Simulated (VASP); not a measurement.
# Mg (I4_1/amd) in VASP: further runs

Mg is run at these levels: PBE; tasks: single point, relaxation of cell and atoms.

All numbers are computed with VASP 6.6.1; they aren't measurements. Logs are shortened: lines on timing, memory, paths and dates and some standing lists are left out, and cuts for length are marked.

## (1) The cell of the first run

The structure is tetragonal, space group I4_1/amd (No. 141). Conventional cell: a = 5.495 Å, b = 5.495 Å, c = 2.902 Å, α = 90.00°, β = 90.00°, γ = 90.00°. Within 3.7 Å of Mg (site symmetry -4m2) lie 10 Mg at 2.84 to 3.51 Å.

## (2) Single point, PBE

INCAR reads:

```
PREC = Accurate
ENCUT = 520
EDIFF = 1E-7
ISMEAR = -1
SIGMA = 0.08
LREAL = F
LASPH = T
NELM = 60
ALGO = Normal
ISIF = 2
LWAVE = F
LCHARG = T
GGA = PE
LELF = T
LVHAR = T
NBANDS = 9
```

KPOINTS reads:

```
regular mesh
0
Gamma
  15 15 15
```

POSCAR reads:

```
Mg
1.0
   -2.7475828346      2.7475828346      1.4511527871
    2.7475828346     -2.7475828346      1.4511527871
    2.7475828346      2.7475828346     -1.4511527871
Mg
2
Direct
   -0.3750000000     -0.1250000000     -0.2500000000
    0.3750000000      0.1250000000      0.2500000000
```

Potentials or basis: VASP PAW PBE potentials, release 64 (Mg).

Command:

```sh
$ cat potpaw_PBE.64/Mg/POTCAR > POTCAR
$ mpirun -np 1 vasp_std > vasp.out
```

OUTCAR:

```text
PREC = Accurate
   ENCUT = 520
   EDIFF = 1E-7
   ISMEAR = -1
   LREAL = F
   LASPH = T
   NELM = 60
   ISIF = 2
   GGA = PE

 ion  position               nearest neighbor table
   1  0.625  0.875  0.750-   2 2.84   2 2.84   2 2.84   2 2.84   2 3.51   2 3.51   2 3.51   2 3.51

   2  0.375  0.125  0.250-   1 2.84   1 2.84   1 2.84   1 2.84   1 3.51   1 3.51   1 3.51   1 3.51

  LATTYP: Found a body centered tetragonal cell.
 ALAT       =     5.4951656692
 C/A-ratio  =     0.5281561556

  Lattice vectors:

 A1 = (  -2.7475828346,   2.7475828346,   1.4511527871)
 A2 = (   2.7475828346,  -2.7475828346,   1.4511527871)
 A3 = (   2.7475828346,   2.7475828346,  -1.4511527871)

Analysis of symmetry for initial positions (statically):
=====================================================================
 Subroutine PRICEL returns:
 Original cell was already a primitive cell.

 Routine SETGRP: Setting up the symmetry group for a
 body centered tetragonal supercell.

 Subroutine GETGRP returns: Found 16 space group operations
 (whereof  4 operations were pure point group operations)
 out of a pool of 16 trial point group operations.

The static configuration has the point symmetry C_2h.
 The point group associated with its full space group is D_4h.

Analysis of symmetry for dynamics (positions and initial velocities):
=====================================================================
 Subroutine PRICEL returns:
 Original cell was already a primitive cell.

 Routine SETGRP: Setting up the symmetry group for a
 body centered tetragonal supercell.

 Subroutine GETGRP returns: Found 16 space group operations
 (whereof  4 operations were pure point group operations)
 out of a pool of 16 trial point group operations.

The dynamic configuration has the point symmetry C_2h.
 The point group associated with its full space group is D_4h.

 Subroutine INISYM returns: Found 16 space group operations
 (whereof  4 operations are pure point group operations),
 and found     1 'primitive' translations

----------------------------------------------------------------------------------------

                                     Primitive cell

  volume of cell :      43.8202

  direct lattice vectors                    reciprocal lattice vectors
    -2.747582835  2.747582835  1.451152787     0.000000000  0.181978135  0.344553657
     2.747582835 -2.747582835  1.451152787     0.181978135  0.000000000  0.344553657
     2.747582835  2.747582835 -1.451152787     0.181978135  0.181978135  0.000000000

  length of vectors
     4.147802705  4.147802705  4.147802705     0.389657881  0.389657881  0.257355947

  position of ions in fractional coordinates (direct lattice)
     0.625000000  0.875000000  0.750000000
     0.375000000  0.125000000  0.250000000

  ion indices of the primitive-cell ions
   primitive index   ion index
                 1           1
                 2           2

----------------------------------------------------------------------------------------

 KPOINTS: regular mesh

Automatic generation of k-mesh.
 Grid dimensions read from file:
 generate k-points for:   15   15   15

 Generating k-lattice:

  Cartesian coordinates                     Fractional coordinates (reciprocal lattice)
     0.000000000  0.012131876  0.022970244     0.066666667  0.000000000  0.000000000
     0.012131876  0.000000000  0.022970244     0.000000000  0.066666667  0.000000000
     0.012131876  0.012131876  0.000000000     0.000000000  0.000000000  0.066666667

  Length of vectors
     0.025977192  0.025977192  0.017157063

  Shift w.r.t. Gamma in fractional coordinates (k-lattice)
     0.000000000  0.000000000  0.000000000

 Subroutine IBZKPT returns following result:
 ===========================================

 Found    288 irreducible k-points:

 Following reciprocal coordinates:
            Coordinates               Weight
  0.000000  0.000000  0.000000      1.000000
  0.066667  0.000000  0.000000      8.000000
  0.133333  0.000000  0.000000      8.000000
  0.200000  0.000000 -0.000000      8.000000
  0.266667  0.000000  0.000000      8.000000
  0.333333  0.000000 -0.000000      8.000000
[... 16 lines left out ...]
  0.133333  0.133333  0.000000      8.000000
  0.200000  0.133333 -0.000000     16.000000
 [... further k-points ...]
   k-points           NKPTS =    288   k-points in BZ     NKDIM =    288   number of bands    NBANDS=      9
   number of dos      NEDOS =    301   number of ions     NIONS =      2
   total plane-waves  NPLWV =  32768
   dimension x,y,z NGX =    32 NGY =   32 NGZ =   32
   dimension x,y,z NGXF=    64 NGYF=   64 NGZF=   64
   ions per type =               2
   NGX,Y,Z   is equivalent  to a cutoff of  12.83, 12.83, 12.83 a.u.
   NGXF,Y,Z  is equivalent  to a cutoff of  25.65, 25.65, 25.65 a.u.
 SYSTEM =  unknown system
   PREC   = accura    normal or accurate (medium, high low for compatibility)
   ISTART =      0    job   : 0-new  1-cont  2-samecut
   ICHARG =      2    charge: 1-file 2-atom 10-const
   ISPIN  =      1    spin polarized calculation?
   LNONCOLLINEAR =      F non collinear calculations
   LSORBIT =      F    spin-orbit coupling
   LASPH  =      T    aspherical Exc in radial PAW
   ENCUT  =  520.0 eV  38.22 Ry    6.18 a.u.   7.71  7.71  7.71*2*pi/ulx,y,z
   NELM   =     60;   NELMIN=  2; NELMDL= -5     # of ELM steps
   EDIFF  = 0.1E-06   stopping-criterion for ELM
   LREAL  =      F    real-space projection
   EDIFFG = 0.1E-05   stopping-criterion for IOM
   NSW    =      0    number of steps for IOM
   IBRION =     -1    ionic relax: 0-MD 1-quasi-New 2-CG
   NFREE  =      0    steps in history (QN), initial steepest desc. (CG)
   ISIF   =      2    stress and relaxation
   ISYM   =      2    0-nonsym 1-usesym 2-fastsym
   POTIM  = 0.5000    time-step for ionic-motion
   TEBEG  =    0.0;   TEEND  =   0.0 temperature during run
   PSTRESS=    0.0 pullay stress
   NELECT =       4.0000    total number of electrons
   NUPDOWN=      -1.0000    fix difference up-down
   EMIN   =  10.00;   EMAX   =-10.00  energy-range for DOS
   EFERMI =   0.00;   METHOD = LEGACY
   ISMEAR =    -1;   SIGMA  =   0.08  broadening in eV -4-tet -1-fermi 0-gaus
   EFERMI_NEDOS =   21; number of points for ismear=-14 and -15
   IALGO  =     38    algorithm
   IMIX   =      4    mixing-type and parameters
     AMIX     =   0.40;   BMIX     =  1.00
     AMIX_MAG =   1.60;   BMIX_MAG =  1.00
  volume/ion in A,a.u.               =      21.91       147.86
  Fermi-wavevector in a.u.,A,eV,Ry     =   0.737117  1.392950  7.392615  0.543342
  Thomas-Fermi vector in A             =   1.830721
   LORBIT       =      0    0 simple, 1 ext, 2 COOP (PROOUT), +10 PAW based schemes
   GGA     = PE    functional components
   LHFCALC =     F    Hartree Fock is set to
   AEXX    =    0.0000 exact exchange contribution
   IVDW    =     0    specifies the selected vdW correction
   LEPSILON=     F    determine dielectric tensor
   LRPA    =     F    only Hartree local field effects (RPA)
 non-spin polarized calculation
  energy-cutoff  :      520.00
  volume of cell :       43.82
 maximum number of plane-waves:      1202
   NGX = 15   NGY = 15   NGZ = 15

 number of electron       4.0000000 magnetization

 Free energy of the ion-electron system (eV)
  ---------------------------------------------------
  ext. energy  EPLUGINS =         0.00000000
  ---------------------------------------------------
  free energy    TOTEN  =        -2.36722159 eV

  energy without entropy =       -2.34875467  energy(sigma->0) =       -2.35798813

 E-fermi :   2.8832     XC(G=0):  -8.6238

 val. band max:        2.8806609766   @ k =   0.3333   0.1333  -0.0000
 cond. band min:       2.8979795786   @ k =   0.4667   0.1333  -0.0000
 fundamental gap:      0.0173186020
 Fermi energy:         2.8832146299

 k-point     1 :       0.0000    0.0000    0.0000
  band No.  band energies     occupation
      1      -4.2593      2.00000
      2       4.7497      0.00000
      3       4.7497      0.00000
      4       5.6193      0.00000
      5       6.2454      0.00000
      6      12.3419      0.00000
      7      13.9147      0.00000
      8      14.7382      0.00000
      9      14.7382      0.00000

 k-point     2 :       0.0667    0.0000    0.0000
  band No.  band energies     occupation
      1      -4.1574      2.00000
      2       4.5212      0.00000
      3       4.6200      0.00000
      4       6.0366      0.00000
      5       6.5328      0.00000
      6      12.1282      0.00000
      7      13.2758      0.00000
      8      14.7579      0.00000
      9      14.8364      0.00000

 k-point     3 :       0.1333    0.0000    0.0000
  band No.  band energies     occupation
      1      -3.8524      2.00000
      2       4.2467      0.00000
      3       4.4185      0.00000
      4       6.8766      0.00000
      5       7.1785      0.00000
      6      11.5198      0.00000
      7      11.8581      0.00000
      8      13.1346      0.00000
      9      13.4011      0.00000

 k-point     4 :       0.2000    0.0000   -0.0000
  band No.  band energies     occupation
      1      -3.3464      2.00000
      2       4.1212      0.00000
      3       4.3164      0.00000
      4       7.8220      0.00000
      5       7.9403      0.00000
      6       9.8757      0.00000
      7      10.9629      0.00000
      8      11.3905      0.00000
      9      12.3987      0.00000
[... 205 lines left out ...]
 k-point    22 :      -0.0667    0.0667    0.0000
  band No.  band energies     occupation
      1      -4.2148      2.00000
      2       4.0012      0.00000
      3       4.7878      0.00000
      4       5.9119      0.00000
      5       6.8093      0.00000
      6      11.9093      0.00000
      7      13.3669      0.00000
      8      15.1220      0.00000
      9      15.2314      0.00000

 k-point    23 :       0.1333    0.1333    0.0000
  band No.  band energies     occupation
      1      -2.8177      2.00000
      2       4.1027      0.00000
      3       5.9972      0.00000
      4       6.9251      0.00000
      5       8.2895      0.00000
      6       8.4773      0.00000
      7       9.8331      0.00000
      8      10.8084      0.00000
      9      11.5747      0.00000

 k-point    24 :       0.2000    0.1333   -0.0000
  band No.  band energies     occupation
      1      -2.0064      2.00000
      2       4.2378      0.00000
      3       6.2114      0.00000
      4       6.4448      0.00000
      5       7.0892      0.00000
      6       8.3486      0.00000
      7       9.6508      0.00000
      8      10.0601      0.00000
      9      11.6021      0.00000

 [... further k-points ...]

------------------------ aborting loop because EDIFF is reached ----------------------------------------

  FORCE on cell =-STRESS in cart. coord.  units (eV):
  Direction    XX          YY          ZZ          XY          YZ          ZX
  --------------------------------------------------------------------------------------
  -------------------------------------------------------------------------------------
  Total        1.5468369      1.5468369      1.5299996      0.0000000     -0.0000000      0.0000000
  in kB       56.5562204     56.5562204     55.9406058      0.0000000     -0.0000000      0.0000000
  external PRESSURE =      56.3510156 kB  Pullay stress =       0.0000000 kB

 VOLUME and BASIS-vectors are now :
 -----------------------------------------------------------------------------
  energy-cutoff  :      520.00
  volume of cell :       43.82
      direct lattice vectors                 reciprocal lattice vectors
    -2.747582835  2.747582835  1.451152787     0.000000000  0.181978135  0.344553657
     2.747582835 -2.747582835  1.451152787     0.181978135  0.000000000  0.344553657
     2.747582835  2.747582835 -1.451152787     0.181978135  0.181978135  0.000000000

 POSITION                                       TOTAL-FORCE (eV/Angst)
 -----------------------------------------------------------------------------------
      2.74758      1.37379      1.08836         0.000000      0.000000      0.000000
     -0.00000      1.37379      0.36279        -0.000000     -0.000000     -0.000000
 -----------------------------------------------------------------------------------
    total drift:                               -0.000000     -0.000000     -0.000000

  FREE ENERGIE OF THE ION-ELECTRON SYSTEM (eV)
  ---------------------------------------------------
  free  energy   TOTEN  =        -2.3672215926 eV

  energy  without entropy=       -2.3487546684  energy(sigma->0) =       -2.35798813
```

Wall time 49 s (1 thread of Intel Xeon 6975P-C (Granite Rapids), shared host); peak memory 0.25 GiB.

What came out:

| Quantity | Value |
| --- | --- |
| Free energy | -2.3672 eV |
| Pressure | 5.6 GPa |
| Band gap on the k mesh | zero (bands 2 and 3 overlap by 5.48 eV) |

Levels at points of the mesh, in eV from the Fermi level:
```
           k point  band 1  band 2  band 3  band 4  band 5
(0.00, 0.00, 0.00)   -7.14    1.87    1.87    2.74    3.36
```

Caveat: the cell stands under pressure.

## (3) Single point, PBE

INCAR reads:

```
PREC = Accurate ; ENCUT = 520
EDIFF = 1E-6 ; ISMEAR = -1
SIGMA = 0.08 ; LREAL = F
LASPH = T ; NELM = 80
ALGO = Normal ; ISIF = 2
LWAVE = F ; LCHARG = F
GGA = PE ; NBANDS = 9
```

KPOINTS reads:

```
Automatic mesh
0
Gamma
  15 15 15
```

POSCAR reads:

```
Mg
1.0
   -2.7476815865      2.7476815865      1.4504845101
    2.7476815865     -2.7476815865      1.4504845101
    2.7476815865      2.7476815865     -1.4504845101
Mg
2
Direct
   -0.3750000000     -0.1250000000     -0.2500000000
    0.3750000000      0.1250000000      0.2500000000
```

Potentials or basis: VASP PAW PBE potentials, release 64 (Mg).

Command:

```sh
$ cat potpaw_PBE.64/Mg/POTCAR > POTCAR
$ mpirun -np 1 vasp_std > vasp.out
```

OUTCAR:

```text
PREC = Accurate
   ENCUT = 520
   EDIFF = 1E-6
   ISMEAR = -1
   LREAL = F
   LASPH = T
   NELM = 80
   ISIF = 2
   GGA = PE

 ion  position               nearest neighbor table
   1  0.625  0.875  0.750-   2 2.84   2 2.84   2 2.84   2 2.84   2 3.50   2 3.50   2 3.50   2 3.50

   2  0.375  0.125  0.250-   1 2.84   1 2.84   1 2.84   1 2.84   1 3.50   1 3.50   1 3.50   1 3.50

  LATTYP: Found a body centered tetragonal cell.
 ALAT       =     5.4953631730
 C/A-ratio  =     0.5278939588

  Lattice vectors:

 A1 = (  -2.7476815865,   2.7476815865,   1.4504845101)
 A2 = (   2.7476815865,  -2.7476815865,   1.4504845101)
 A3 = (   2.7476815865,   2.7476815865,  -1.4504845101)

Analysis of symmetry for initial positions (statically):
=====================================================================
 Subroutine PRICEL returns:
 Original cell was already a primitive cell.

 Routine SETGRP: Setting up the symmetry group for a
 body centered tetragonal supercell.

 Subroutine GETGRP returns: Found 16 space group operations
 (whereof  4 operations were pure point group operations)
[... 171 lines left out ...]

 k-point     1 :       0.0000    0.0000    0.0000
  band No.  band energies     occupation
      1      -4.2589      2.00000
      2       4.7494      0.00000
      3       4.7494      0.00000
      4       5.6195      0.00000
      5       6.2447      0.00000
      6      12.3418      0.00000
      7      13.9175      0.00000
      8      14.7376      0.00000
      9      14.7376      0.00000
[... 265 lines left out ...]
 k-point    24 :       0.2000    0.1333    0.0000
  band No.  band energies     occupation
      1      -2.0042      2.00000
      2       4.2392      0.00000
      3       6.2155      0.00000
      4       6.4495      0.00000
      5       7.0938      0.00000
      6       8.3521      0.00000
      7       9.6557      0.00000
      8      10.0642      0.00000
      9      11.6062      0.00000

 [... further k-points ...]

------------------------ aborting loop because EDIFF is reached ----------------------------------------

  FORCE on cell =-STRESS in cart. coord.  units (eV):
  Direction    XX          YY          ZZ          XY          YZ          ZX
  --------------------------------------------------------------------------------------
  -------------------------------------------------------------------------------------
  Total        1.5477261      1.5477261      1.5430160      0.0000000     -0.0000000      0.0000000
  in kB       56.6107349     56.6107349     56.4384546      0.0000000     -0.0000000      0.0000000
  external PRESSURE =      56.5533081 kB  Pullay stress =       0.0000000 kB

 VOLUME and BASIS-vectors are now :
 -----------------------------------------------------------------------------
  energy-cutoff  :      520.00
  volume of cell :       43.80
      direct lattice vectors                 reciprocal lattice vectors
    -2.747681587  2.747681587  1.450484510     0.000000000  0.181971595  0.344712402
     2.747681587 -2.747681587  1.450484510     0.181971595  0.000000000  0.344712402
     2.747681587  2.747681587 -1.450484510     0.181971595  0.181971595  0.000000000

 POSITION                                       TOTAL-FORCE (eV/Angst)
 -----------------------------------------------------------------------------------
      2.74768      1.37384      1.08786         0.000000     -0.000000     -0.000000
      0.00000      1.37384      0.36262        -0.000000      0.000000      0.000000
 -----------------------------------------------------------------------------------
    total drift:                               -0.000000     -0.000000     -0.000000

  FREE ENERGIE OF THE ION-ELECTRON SYSTEM (eV)
  ---------------------------------------------------
  free  energy   TOTEN  =        -2.3666251542 eV

  energy  without entropy=       -2.3481543449  energy(sigma->0) =       -2.35738975
```

OSZICAR:

```text
N       E                     dE             d eps       ncg     rms          rms(c)
DAV:   1     0.367843877302E+00    0.36784E+00   -0.12456E+03  5200   0.314E+02
DAV:   2    -0.235718177928E+01   -0.27250E+01   -0.26240E+01  6849   0.275E+01
DAV:   3    -0.239197740475E+01   -0.34796E-01   -0.34634E-01  6796   0.264E+00
DAV:   4    -0.239208524983E+01   -0.10785E-03   -0.10784E-03  6972   0.139E-01
DAV:   5    -0.239208560287E+01   -0.35304E-06   -0.35261E-06  6507   0.718E-03    0.867E-01
DAV:   6    -0.237832185395E+01    0.13764E-01   -0.12435E-03  6274   0.175E-01    0.552E-01
DAV:   7    -0.236661428657E+01    0.11708E-01   -0.56188E-03  5830   0.328E-01    0.299E-02
DAV:   8    -0.236662653635E+01   -0.12250E-04   -0.47380E-05  7089   0.405E-02    0.763E-03
DAV:   9    -0.236662530291E+01    0.12334E-05   -0.22495E-06  6428   0.589E-03    0.653E-04
DAV:  10    -0.236662515423E+01    0.14868E-06   -0.17802E-08  3261   0.716E-04
   1 F= -.23666252E+01 E0= -.23573897E+01  d E =-.184708E-01
```

Wall time 35 s (1 thread of Intel Xeon 6975P-C (Granite Rapids), shared host); peak memory 0.24 GiB.

Results:

| Item | Value |
| --- | --- |
| Free energy | -2.3666 eV |
| Pressure | 5.7 GPa |
| Band gap on the k mesh | zero (bands 2 and 3 overlap by 5.48 eV) |

Caveat: the cell stands under pressure.

(Part 1 of 2 ends here.)
